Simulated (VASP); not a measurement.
A run of VASP 6.6.1:

The input POSCAR:

```
KI
1.0
    4.9961138327      0.0000000000      0.0000000000
   -2.4980569164      4.3267614993      0.0000000000
    0.0000000000      0.0000000000      8.7584681710
K I
2 2
Direct
    0.0000000000      0.0000000000      0.0000000000
    0.0000000000      0.0000000000      0.5000000000
    0.3333333333      0.6666666667      0.2500000000
    0.6666666667      0.3333333333      0.7500000000
```

The input INCAR.step1:

```
  PREC = Accurate
  ENCUT = 520
  ISMEAR = 0
  SIGMA = 0.01
  LREAL = False
  LASPH = True
  NELM = 80
  NBANDS = 24
  GGA = PE
  ALGO = Normal
  EDIFF = 1E-4
  LWAVE = True
  LCHARG = False
```

File INCAR.step2:

```
  PREC = Accurate
  ENCUT = 520
  EDIFF = 1E-6
  ISMEAR = 0
  SIGMA = 0.01
  LREAL = False
  LASPH = True
  NELM = 80
  ALGO = Normal
  ISIF = 2
  LWAVE = False
  LCHARG = True
  METAGGA = R2SCAN
  LMIXTAU = True
  LELF = True
  LVHAR = True
  NBANDS = 24
  ISTART = 1
```

File KPOINTS:

```
regular mesh
0
Gamma
  6 6 4
```

Potentials or basis: VASP PAW PBE potentials, release 64 (K_sv, I).

Launch:

```console
$ cat potpaw_PBE.64/K_sv/POTCAR potpaw_PBE.64/I/POTCAR > POTCAR
$ cp INCAR.step1 INCAR
$ mpirun -np 1 vasp_std > vasp.out
$ cp INCAR.step2 INCAR
$ mpirun -np 1 vasp_std > vasp.out
```

Hardware: 1 thread of Intel(R) Xeon(R) Platinum 8375C CPU @ 2.90GHz (Ice Lake), on a shared host.

Problem. Estimate the wall time of this run.

Solution. It took 4.5 min on 1 thread of Intel(R) Xeon(R) Platinum 8375C CPU @ 2.90GHz (Ice Lake), with other jobs on the host, peak memory 0.4 GiB. Counts: k points 21.
